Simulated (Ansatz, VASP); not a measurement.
**W in VASP and in Ansatz**

The input INCAR:

```
SYSTEM = W
PREC = Accurate ; ENCUT = 520
EDIFF = 1E-6 ; ISMEAR = -1
SIGMA = 0.05 ; LREAL = .False.
LASPH = .True. ; NELM = 60
ALGO = Normal ; ISIF = 2
LWAVE = .False. ; LCHARG = .False.
GGA = CA ; NBANDS = 43
```

The input KPOINTS:

```
regular mesh
0
Gamma
  11 11 1
  0 0 0
```

Contents of POSCAR:

```
W
1.0
    2.8708535316      0.0000000000      0.0000000000
   -1.4354267658      2.4862320889      0.0000000000
    0.0000000000      0.0000000000     24.3761683716
W
5
Direct
    0.6666666667      0.3333333333      0.3076775597
    0.3333333333      0.6666666667      0.4038387799
    0.0000000000      0.0000000000      0.5000000000
    0.6666666667      0.3333333333      0.5961612201
    0.3333333333      0.6666666667      0.6923224403
```

Contents of input.yaml:

```yaml
crystal:
  lattice:
    - [2.8708535316, 0.0, 0.0]
    - [-1.4354267658, 2.4862320889, 0.0]
    - [0.0, 0.0, 24.3761683716]
  atoms:
    - { symbol: W, position: [0.6666666667, 0.3333333333, 0.3076775597] }
    - { symbol: W, position: [0.3333333333, 0.6666666667, 0.4038387799] }
    - { symbol: W, position: [0.0, 0.0, 0.5] }
    - { symbol: W, position: [0.6666666667, 0.3333333333, 0.5961612201] }
    - { symbol: W, position: [0.3333333333, 0.6666666667, 0.6923224403] }
kpoints:
  mp_grid: { grid: [11, 11, 1] }
scf:
  occupations: { method: fermi_dirac, width: 0.05 }
hamiltonian:
  xc: lda
  pseudopotentials: { kind: all_electron, lapw: { basis_error: 0.002 } }
output:
  forces: true
  stress: true
  eigenvalues: true
```

Alike in both runs: task single point; functional LDA; k mesh 11 × 11 × 1; occupations fermi-dirac, width 0.05 eV; no spin polarisation.

```csv
,VASP,Ansatz
version,VASP 6.6.1,Ansatz 0.2.0
potentials or method,"VASP PAW LDA potentials, release 64 (W_sv), cutoff 520 eV","all-electron LAPW, scalar-relativistic"
```

VASP gave:

| Quantity | Value |
| --- | --- |
| gap on the k mesh at the Fermi level (eV) | none |
| rms of the force components (eV/Å) | 0.213 |

Question: What did Ansatz give for the same quantities?

Answer: gap on the k mesh at the Fermi level (eV): none; rms of the force components (eV/Å): 0.234.

LDA's correlation is that of Perdew and Zunger in VASP and of Perdew and Wang (1992) in Ansatz. Atom by atom the forces differ by 0.021 eV/Å (rms over components). A gap of «none» marks a metal or a gap that the smearing closes. Ansatz ran all-electron here, and VASP with PAW potentials.

Spin-orbit coupling is off throughout.
